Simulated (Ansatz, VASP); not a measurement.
**CoO: VASP beside Ansatz**

INCAR

```
SYSTEM = CoO
PREC = Accurate
ENCUT = 520
EDIFF = 1E-7
ISMEAR = 0
SIGMA = 0.15
LREAL = .False.
LASPH = .True.
NELM = 150
ALGO = Normal
ISIF = 2
LWAVE = .False.
LCHARG = .False.
ISPIN = 2
MAGMOM = 2.64 0.33
LORBIT = 11
LMAXMIX = 4
GGA = PS
NBANDS = 18
```

The input KPOINTS:

```
Automatic mesh
0
Gamma
  18 18 18
  0 0 0
```

The input POSCAR:

```
CoO
1.0
    1.5054695445      0.8691832468      2.4399269062
   -1.5054695445      0.8691832468      2.4399269062
    0.0000000000     -1.7383664936      2.4399269062
Co O
1 1
Direct
    0.0000000000      0.0000000000      0.0000000000
    0.5102462086      0.5102462086      0.5102462086
```

Input for Ansatz:

```yaml
crystal:
  lattice:
    - [1.5054695445, 0.8691832468, 2.4399269062]
    - [-1.5054695445, 0.8691832468, 2.4399269062]
    - [0.0, -1.7383664936, 2.4399269062]
  atoms:
    - { symbol: Co, position: [0.0, 0.0, 0.0], spin: 2.64 }
    - { symbol: O, position: [0.5102462086, 0.5102462086, 0.5102462086], spin: 0.33 }
basis:
  ecutwfc: 420
kpoints:
  mp_grid: { grid: [18, 18, 18] }
hamiltonian:
  xc: pbesol
scf:
  occupations: { method: gaussian, width: 0.15 }
output:
  forces: true
  stress: true
  eigenvalues: true
  populations: true
magnetization:
  spin_polarized: true
```

Change from the starting cell: all O atoms moved +0.075 Å, as atom 2 along Cartesian [0 0 1].

Alike in both runs: task single point; functional PBEsol; k mesh 18 × 18 × 18; occupations gaussian, width 0.15 eV; collinear spin.

|  | VASP | Ansatz |
| --- | --- | --- |
| version | VASP 6.6.1 | Ansatz 0.2.0 |
| potentials or method | VASP PAW PBE potentials, release 64 (Co, O), cutoff 520 eV | scalar-relativistic, plane waves, PAW |
| valence electrons in the cell | 15 | 23 |

|  | VASP | Ansatz | Ansatz less VASP |
| --- | --- | --- | --- |
| gap on the k mesh at the Fermi level (eV) | none | none | - |
| pressure (GPa) | -9.2 | -8.7 | +0.55 |
| traceless stress, the component that is largest in VASP (GPa) | -0.50 | -0.53 | -0.030 |
| rms of the force components (eV/Å) | 0.005 | 0.004 | -0.0005 |
| net moment per atom (μB) | 1.46 | 1.47 | +0.013 |
| size of the moment on the site where the two differ most (μB) | 2.54 | 2.47 | -0.077 |

VASP's potentials were made for PBE, not for PBEsol. Site moments also hang on the region over which each program counts them. Atom by atom the forces differ by 0.000 eV/Å (rms over components). A gap of «none» marks a metal or a gap that the smearing closes. VASP's potentials hold 15 valence electrons a cell and Ansatz's 23, so a difference there can come from the potentials and not from the codes.
